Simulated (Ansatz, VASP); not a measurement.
One calculation of Al12H, two programs

```
CELL_PARAMETERS angstrom
5.71430 0.00000 0.00000
-2.85715 4.94873 0.00000
0.00000 0.00000 21.60164
ATOMIC_POSITIONS crystal
Al 0.33333 0.16667 0.18517
Al 0.33333 0.66667 0.18517
Al 0.83333 0.16667 0.18517
Al 0.83333 0.66667 0.18517
Al 0.16667 0.33333 0.29169
Al 0.16667 0.83333 0.29169
Al 0.66667 0.33333 0.29169
Al 0.66667 0.83333 0.29169
Al 0.00000 0.00000 0.39819
Al 0.00000 0.50000 0.39819
Al 0.50000 0.00000 0.39819
Al 0.50000 0.50000 0.39819
H 0.00000 0.00000 0.47550
```

Alike in both runs: task single point; functional PBE; k mesh 6 × 6 × 1; occupations gaussian, width 0.1 eV; collinear spin.

|  | VASP | Ansatz |
| --- | --- | --- |
| version | VASP 6.6.1 | Ansatz 0.2.0 |
| potentials or method | VASP PAW PBE potentials, release 64 (Al, H), cutoff 520 eV | scalar-relativistic, plane waves, PAW |
| valence electrons in the cell | 37 | 37 |

```tsv
	VASP	Ansatz	Ansatz less VASP
gap on the k mesh at the Fermi level (eV)	none	none	-
rms of the force components (eV/Å)	0.186	0.186	-0.0001
net moment per atom (μB)	0.00	0.00	0.000
```

Atom by atom the forces differ by 0.001 eV/Å (rms over components). A gap of «none» marks a metal or a gap that the smearing closes. Ansatz's warnings: seeded moment not kept.
